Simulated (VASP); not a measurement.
Runs of VASP 6.6.1 on MnZn. The structure is that of space group Pm-3m (No. 221), or close to it. The cells are those of the table. 

```csv
task,cell,cutoff (eV),smearing,gap on the mesh (eV),pressure (GPa),moment (μB),relaxed volume (Å³/atom)
relaxation of cell and atoms,"relaxed from a = 3.110 Å, 2 atoms",600,fermi-dirac 0.05 eV,none,0.0,2.63,12.13
relaxation of cell and atoms,"relaxed from a = 3.110 Å, 2 atoms",600,fermi-dirac 0.15 eV,none,0.0,2.55,12.10
single point,"a = 2.892 Å, 2 atoms",520,fermi-dirac 0.15 eV,none,(b),2.55,-
single point,"a = 2.893 Å, 2 atoms",520,fermi-dirac 0.05 eV,none,(a),2.62,-
```

Alike in all rows: level LDA; potentials or basis VASP PAW LDA potentials, release 64 (Mn_pv, Zn); spin collinear, ferromagnetic start; k mesh 11 × 11 × 11.

Task: Estimate the missing entries.

Result: (a) 0.4; (b) 0.2.

Caveats: the volume moved by over 15 % at a fixed basis, so the end points are rough (some runs); the volume moved by -19 % from the deposited cell, more than functionals usually miss (some runs); the volume moved by -20 % from the deposited cell, more than functionals usually miss (some runs).

A gap of «none» marks levels without a gap at the run's occupations.
